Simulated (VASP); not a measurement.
# Ru (Fm-3m) in VASP: notebook, part 2 of 2

VASP 6.6.1. Earlier steps stand in the parts before.

### 3 Relaxation of cell and atoms, PBE

This run uses another cell than the first one, of 11.87 Å³/atom, 0.858 times its volume.

File INCAR:

```
SYSTEM = Ru
ALGO = Normal ; EDIFF = 1E-7
EDIFFG = -0.005 ; ENCUT = 600
GGA = PE ; IBRION = 2
ISIF = 3 ; ISMEAR = -1
LASPH = .True. ; LCHARG = .False.
LREAL = .False. ; LWAVE = .False.
NELM = 100 ; NSW = 100
PREC = Accurate ; SIGMA = 0.05
```

File KPOINTS:

```
k-points
0
Gamma
  16 16 16
  0 0 0
```

File POSCAR:

```
Ru
1.0
    0.0000000000      1.8104788528      1.8104788528
    1.8104788528      0.0000000000      1.8104788528
    1.8104788528      1.8104788528      0.0000000000
Ru
1
Direct
    0.0000000000      0.0000000000      0.0000000000
```

Potentials or basis: VASP PAW PBE potentials, release 64 (Ru_pv).

On the command line:

```console
$ cat potpaw_PBE.64/Ru_pv/POTCAR > POTCAR
$ mpirun -np 1 vasp_std > vasp.out
```

OUTCAR:

```text
SYSTEM = Ru
   EDIFF = 1E-7
   EDIFFG = -0.005
   ENCUT = 600
   GGA = PE
   IBRION = 2
   ISIF = 3
   ISMEAR = -1
   LASPH = .True.
   LREAL = .False.
   NELM = 100
   NSW = 100
   PREC = Accurate

 ion  position               nearest neighbor table
   1  0.000  0.000  0.000-

  LATTYP: Found a face centered cubic cell.
 ALAT       =     3.6209577056

  Lattice vectors:

 A1 = (   0.0000000000,   1.8104788528,   1.8104788528)
 A2 = (   1.8104788528,   0.0000000000,   1.8104788528)
 A3 = (   1.8104788528,   1.8104788528,   0.0000000000)

Analysis of symmetry for initial positions (statically):
=====================================================================
 Subroutine PRICEL returns:
 Original cell was already a primitive cell.

 Routine SETGRP: Setting up the symmetry group for a
 face centered cubic supercell.

 Subroutine GETGRP returns: Found 48 space group operations
[... 9 lines left out ...]

 Routine SETGRP: Setting up the symmetry group for a
 face centered cubic supercell.

 Subroutine GETGRP returns: Found 48 space group operations
[... 11 lines left out ...]
                                     Primitive cell

  volume of cell :      11.8689

  direct lattice vectors                    reciprocal lattice vectors
     0.000000000  1.810478853  1.810478853    -0.276170031  0.276170031  0.276170031
     1.810478853  0.000000000  1.810478853     0.276170031 -0.276170031  0.276170031
     1.810478853  1.810478853  0.000000000     0.276170031  0.276170031 -0.276170031

  length of vectors
     2.560403748  2.560403748  2.560403748     0.478340524  0.478340524  0.478340524

  position of ions in fractional coordinates (direct lattice)
     0.000000000  0.000000000  0.000000000

  ion indices of the primitive-cell ions
   primitive index   ion index
                 1           1

----------------------------------------------------------------------------------------

 KPOINTS: k-points

Automatic generation of k-mesh.
 Grid dimensions read from file:
 generate k-points for:   16   16   16

 Generating k-lattice:

  Cartesian coordinates                     Fractional coordinates (reciprocal lattice)
    -0.017260627  0.017260627  0.017260627     0.062500000  0.000000000  0.000000000
     0.017260627 -0.017260627  0.017260627     0.000000000  0.062500000  0.000000000
     0.017260627  0.017260627 -0.017260627     0.000000000  0.000000000  0.062500000

  Length of vectors
     0.029896283  0.029896283  0.029896283

  Shift w.r.t. Gamma in fractional coordinates (k-lattice)
     0.000000000  0.000000000  0.000000000

 Subroutine IBZKPT returns following result:
 ===========================================

 Found    145 irreducible k-points:

 Following reciprocal coordinates:
            Coordinates               Weight
  0.000000  0.000000  0.000000      1.000000
  0.062500  0.000000  0.000000      8.000000
  0.125000  0.000000  0.000000      8.000000
  0.187500  0.000000  0.000000      8.000000
  0.250000  0.000000  0.000000      8.000000
  0.312500  0.000000  0.000000      8.000000
[... 16 lines left out ...]
 -0.125000  0.062500  0.000000     24.000000
 -0.062500  0.062500  0.000000     12.000000
 [... further k-points ...]
   k-points           NKPTS =    145   k-points in BZ     NKDIM =    145   number of bands    NBANDS=     11
   number of dos      NEDOS =    301   number of ions     NIONS =      1
   total plane-waves  NPLWV =   8000
   dimension x,y,z NGX =    20 NGY =   20 NGZ =   20
   dimension x,y,z NGXF=    40 NGYF=   40 NGZF=   40
   ions per type =               1
   NGX,Y,Z   is equivalent  to a cutoff of  12.99, 12.99, 12.99 a.u.
   NGXF,Y,Z  is equivalent  to a cutoff of  25.97, 25.97, 25.97 a.u.
 SYSTEM =  Ru
   PREC   = accura    normal or accurate (medium, high low for compatibility)
   ISTART =      0    job   : 0-new  1-cont  2-samecut
   ICHARG =      2    charge: 1-file 2-atom 10-const
   ISPIN  =      1    spin polarized calculation?
   LNONCOLLINEAR =      F non collinear calculations
   LSORBIT =      F    spin-orbit coupling
   LASPH  =      T    aspherical Exc in radial PAW
   ENCUT  =  600.0 eV  44.10 Ry    6.64 a.u.   5.11  5.11  5.11*2*pi/ulx,y,z
   NELM   =    100;   NELMIN=  2; NELMDL= -5     # of ELM steps
   EDIFF  = 0.1E-06   stopping-criterion for ELM
   LREAL  =      F    real-space projection
   EDIFFG = -.5E-02   stopping-criterion for IOM
   NSW    =    100    number of steps for IOM
   IBRION =      2    ionic relax: 0-MD 1-quasi-New 2-CG
   NFREE  =      1    steps in history (QN), initial steepest desc. (CG)
   ISIF   =      3    stress and relaxation
   ISYM   =      2    0-nonsym 1-usesym 2-fastsym
   POTIM  = 0.5000    time-step for ionic-motion
   TEBEG  =    0.0;   TEEND  =   0.0 temperature during run
   PSTRESS=    0.0 pullay stress
   NELECT =      14.0000    total number of electrons
   NUPDOWN=      -1.0000    fix difference up-down
   EMIN   =  10.00;   EMAX   =-10.00  energy-range for DOS
   EFERMI =   0.00;   METHOD = LEGACY
   ISMEAR =    -1;   SIGMA  =   0.05  broadening in eV -4-tet -1-fermi 0-gaus
   EFERMI_NEDOS =   21; number of points for ismear=-14 and -15
   IALGO  =     38    algorithm
   IMIX   =      4    mixing-type and parameters
     AMIX     =   0.40;   BMIX     =  1.00
     AMIX_MAG =   1.60;   BMIX_MAG =  1.00
  volume/ion in A,a.u.               =      11.87        80.10
  Fermi-wavevector in a.u.,A,eV,Ry     =   1.729740  3.268734 40.708618  2.991999
  Thomas-Fermi vector in A             =   2.804428
   LORBIT       =      0    0 simple, 1 ext, 2 COOP (PROOUT), +10 PAW based schemes
   GGA     = PE    functional components
   LHFCALC =     F    Hartree Fock is set to
   AEXX    =    0.0000 exact exchange contribution
   IVDW    =     0    specifies the selected vdW correction
   LEPSILON=     F    determine dielectric tensor
   LRPA    =     F    only Hartree local field effects (RPA)
 conjugate gradient relaxation of ions
 non-spin polarized calculation
  energy-cutoff  :      600.00
  volume of cell :       11.87
 maximum number of plane-waves:       415
   NGX = 11   NGY = 11   NGZ = 11

--------------------------------------- Ionic step        1  -------------------------------------------

 number of electron      14.0000004 magnetization

 Free energy of the ion-electron system (eV)
  ---------------------------------------------------
  ext. energy  EPLUGINS =         0.00000000
  ---------------------------------------------------
  free energy    TOTEN  =        -8.76379621 eV

  energy without entropy =       -8.75591717  energy(sigma->0) =       -8.75985669

------------------------ aborting loop because EDIFF is reached ----------------------------------------

  FORCE on cell =-STRESS in cart. coord.  units (eV):
  Direction    XX          YY          ZZ          XY          YZ          ZX
  --------------------------------------------------------------------------------------
  -------------------------------------------------------------------------------------
  Total        5.0287603      5.0287603      5.0287603      0.0000000     -0.0000000      0.0000000
  in kB      678.8301925    678.8301925    678.8301925      0.0000000     -0.0000000      0.0000000
  external PRESSURE =     678.8301925 kB  Pullay stress =       0.0000000 kB
[... 20 lines left out ...]
  energy  without entropy=       -8.7559171705  energy(sigma->0) =       -8.75985669

--------------------------------------- Ionic step        2  -------------------------------------------

 number of electron      13.9999993 magnetization

 E-fermi :   5.4120     XC(G=0): -11.1366

 val. band max:        5.4097576834   @ k =  -0.3750   0.4375   0.1875
 cond. band min:       5.4141760078   @ k =  -0.3750   0.3750   0.0625
 fundamental gap:      0.0044183244
 Fermi energy:         5.4120489400

 k-point     1 :       0.0000    0.0000    0.0000
  band No.  band energies     occupation
      1     -36.7768      2.00000
      2     -36.7768      2.00000
      3     -36.7768      2.00000
      4       0.3708      2.00000
      5       4.2170      2.00000
      6       4.2170      2.00000
      7       4.2170      2.00000
      8       5.2882      1.84498
      9       5.2882      1.84498
     10      16.8547      0.00000
     11      19.8382      0.00000
[... 424 lines left out ...]
  energy  without entropy=       -9.1116048322  energy(sigma->0) =       -9.11650031

--------------------------------------- Ionic step        5  -------------------------------------------

 number of electron      14.0000002 magnetization

 Free energy of the ion-electron system (eV)
  ---------------------------------------------------
  ext. energy  EPLUGINS =         0.00000000
  ---------------------------------------------------
  free energy    TOTEN  =        -9.12224252 eV

  energy without entropy =       -9.11255967  energy(sigma->0) =       -9.11740110

 E-fermi :  12.4620     XC(G=0): -14.0055

 val. band max:       12.4589779956   @ k =   0.2500   0.0000   0.0000
 cond. band min:      12.4743955190   @ k =  -0.2500   0.2500   0.0625
 fundamental gap:      0.0154175234
 Fermi energy:        12.4620255621

 k-point     1 :       0.0000    0.0000    0.0000
  band No.  band energies     occupation
      1     -30.0024      2.00000
      2     -30.0024      2.00000
      3     -30.0024      2.00000
      4       4.6278      2.00000
      5       9.9132      2.00000
      6       9.9132      2.00000
      7       9.9132      2.00000
      8      12.2965      1.92952
      9      12.2965      1.92952
     10      22.9819      0.00000
     11      27.4924      0.00000
[... 350 lines left out ...]
  FREE ENERGIE OF THE ION-ELECTRON SYSTEM (eV)
  ---------------------------------------------------
  free  energy   TOTEN  =        -9.1222425212 eV

  energy  without entropy=       -9.1125596702  energy(sigma->0) =       -9.11740110

 reached required accuracy - stopping structural energy minimisation
```

OSZICAR:

```text
N       E                     dE             d eps       ncg     rms          rms(c)
DAV:   1     0.113464553230E+03    0.11346E+03   -0.94967E+03  3193   0.154E+03
DAV:   2    -0.788464657709E+01   -0.12135E+03   -0.11691E+03  3271   0.383E+02
[... 47 lines left out ...]
DAV:   1    -0.913780477973E+01   -0.16409E-01   -0.29627E-01  3262   0.809E+00    0.103E+00
DAV:   2    -0.912230658755E+01    0.15498E-01   -0.39553E-02  3286   0.261E+00    0.155E-01
DAV:   3    -0.912208664395E+01    0.21994E-03   -0.15563E-03  3541   0.484E-01    0.983E-02
DAV:   4    -0.912224427720E+01   -0.15763E-03   -0.13246E-04  3508   0.144E-01    0.131E-02
DAV:   5    -0.912224435720E+01   -0.79998E-07   -0.44255E-06  3520   0.281E-02    0.648E-03
DAV:   6    -0.912224245433E+01    0.19029E-05   -0.22327E-07  3196   0.560E-03    0.361E-04
DAV:   7    -0.912224252120E+01   -0.66867E-07   -0.11929E-08  1634   0.146E-03
   5 F= -.91222425E+01 E0= -.91174011E+01  d E =-.358446E+00
```

CONTCAR:

```text
Ru
   1.00000000000000
     0.0000000000000000    1.9050323484371798    1.9050323484371798
     1.9050323484371798   -0.0000000000000000    1.9050323484371798
     1.9050323484371798    1.9050323484371798   -0.0000000000000000
  Ru
     1
Direct
     0.0000000000000000    0.0000000000000000    0.0000000000000000

  0.00000000E+00  0.00000000E+00  0.00000000E+00
```

Run time: 68 s. Hardware: 1 thread of Intel Xeon Platinum 8259CL at 2.50GHz (Skylake/Cascade Lake), shared host; peak memory 0.15 GiB.

What came out:

```
Free energy                            : -9.1222 eV
Relaxed volume                         : 13.83 Å³/atom
Relaxed cell                           : a = 2.694 Å, b = 2.694 Å, c = 2.694 Å, α = 60.00°, β = 60.00°, γ = 60.00°
Space group after relaxing (to 0.05 Å) : Fm-3m (No. 225)
Energy gained by relaxing              : 358.4 meV/atom
Ionic steps                            : 5
Pressure after relaxing                : 0.0 GPa
Band gap on the k mesh                 : zero (band 7 reaches 14.61 eV, above the bottom of band 8 at 11.12 eV)
```

Step by step:
| step | energy change (eV) | largest force (eV/Å) | pressure (GPa) | volume (Å³) |
| --- | --- | --- | --- | --- |
| 1 | 0.0000 | 0.0000 | 67.88 | 11.87 |
| 2 | 1.6693 | 0.0000 | -43.49 | 22.77 |
| 3 | -0.3416 | 0.0000 | -10.18 | 14.34 |
| 4 | -0.3576 | 0.0000 | -2.41 | 13.94 |
| 5 | -0.3584 | 0.0000 | 0.05 | 13.83 |

Final structure:
```
Ru
1.0
     0.00000    1.90503    1.90503
     1.90503    0.00000    1.90503
     1.90503    1.90503    0.00000
Ru
1
Direct
  0.00000 0.00000 0.00000
```

Caveat: the volume moved by over 15 % at a fixed basis, so the end points are rough.
